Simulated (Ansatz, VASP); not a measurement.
## BaV3: VASP beside Ansatz

```xyz
4
Lattice="4.1725 0.0000 0.0000 0.0000 4.1725 0.0000 0.0000 0.0000 4.1725" Properties=species:S:1:pos:R:3 pbc="T T T"
Ba    0.0000    0.0000    0.0000
V     0.0000    2.0862    2.0862
V     2.0862    0.0000    2.0862
V     2.0862    2.0862    0.0000
```

Alike in both runs: functional PBE; k mesh 12 × 12 × 12; occupations gaussian, width 0.1 eV; no spin polarisation.

Ansatz relaxed the structure, and its values are those at the end. VASP's run is a single point on that final structure, the one shown.

```csv
,VASP,Ansatz
version,VASP 6.6.1,Ansatz 0.2.0
potentials or method,"VASP PAW PBE potentials, release 64 (Ba_sv, V_sv), cutoff 520 eV","scalar-relativistic, plane waves, PAW"
valence electrons in the cell,49,49
```

|  | VASP | Ansatz | Ansatz less VASP |
| --- | --- | --- | --- |
| gap on the k mesh at the Fermi level (eV) | none | none | - |
| pressure (GPa) | 2.4 | 0.0 | -2.43 |

A gap of «none» marks a metal or a gap that the smearing closes.

Neither program's run includes spin-orbit coupling.
